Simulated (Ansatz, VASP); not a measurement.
## One calculation of RbBr, two programs

File INCAR:

```
SYSTEM = RbBr
  PREC = Accurate
  ENCUT = 520
  EDIFF = 1E-6
  ISMEAR = -1
  SIGMA = 0.02
  LREAL = .FALSE.
  LASPH = .TRUE.
  NELM = 80
  ALGO = Normal
  ISIF = 2
  LWAVE = .FALSE.
  LCHARG = .TRUE.
  GGA = PE
  LELF = .TRUE.
  LVHAR = .TRUE.
  NBANDS = 15
```

The input KPOINTS:

```
Automatic mesh
0
G
  6 6 6
  0 0 0
```

POSCAR

```
RbBr
1.0
    0.0391073321      3.4608258513      3.4608258513
    3.4608258513      0.0391073321      3.4608258513
    3.4999331835      3.4999331835      0.0000000001
Rb Br
1 1
Direct
    0.0000000000      0.0000000000      0.0000000000
    0.5000000000      0.5000000000      0.5000000000
```

Input for Ansatz:

```yaml
crystal:
  lattice:
    - [0.0391073321, 3.4608258513, 3.4608258513]
    - [3.4608258513, 0.0391073321, 3.4608258513]
    - [3.4999331835, 3.4999331835, 1.0e-10]
  atoms:
    - { symbol: Rb, position: [0.0, 0.0, 0.0] }
    - { symbol: Br, position: [0.5, 0.5, 0.5] }
kpoints:
  mp_grid: { grid: [6, 6, 6] }
  band_path:
    path:
      - [0.0, 0.0, 0.0]
      - [0.5, 0.0, 0.5]
      - [0.625, 0.25, 0.625]
      - [0.375, 0.375, 0.75]
      - [0.5, 0.5, 0.5]
      - [0.5, 0.25, 0.75]
    npoints: 1
hamiltonian:
  xc: pbe
scf:
  occupations: { method: fermi_dirac, width: 0.02 }
  n_extra_bands: 4
output:
  forces: true
  stress: true
  eigenvalues: true
  write_density: true
  write_potential: true
  elf: true
  volumetric_format: npy
```

Change from the starting cell: shear_xy strain +2.3%.

Alike in both runs: task single point; functional PBE; k mesh 6 × 6 × 6; occupations fermi-dirac, width 0.02 eV; no spin polarisation.

|  | VASP | Ansatz |
| --- | --- | --- |
| version | VASP 6.6.1 | Ansatz 0.2.0 |
| potentials or method | VASP PAW PBE potentials, release 64 (Rb_sv, Br) | plane waves, PAW |
| plane-wave cutoff (eV) | 520 | 420 |
| valence electrons in the cell | 16 | 16 |

Ansatz gave:

```
gap on the k mesh at the Fermi level (eV)                     : 4.27
pressure (GPa)                                                : 0.5
traceless stress, the component that is largest in VASP (GPa) : -0.09
```

Which values does VASP return?

gap on the k mesh at the Fermi level (eV): 4.27; pressure (GPa): 0.6; traceless stress, the component that is largest in VASP (GPa): -0.09.
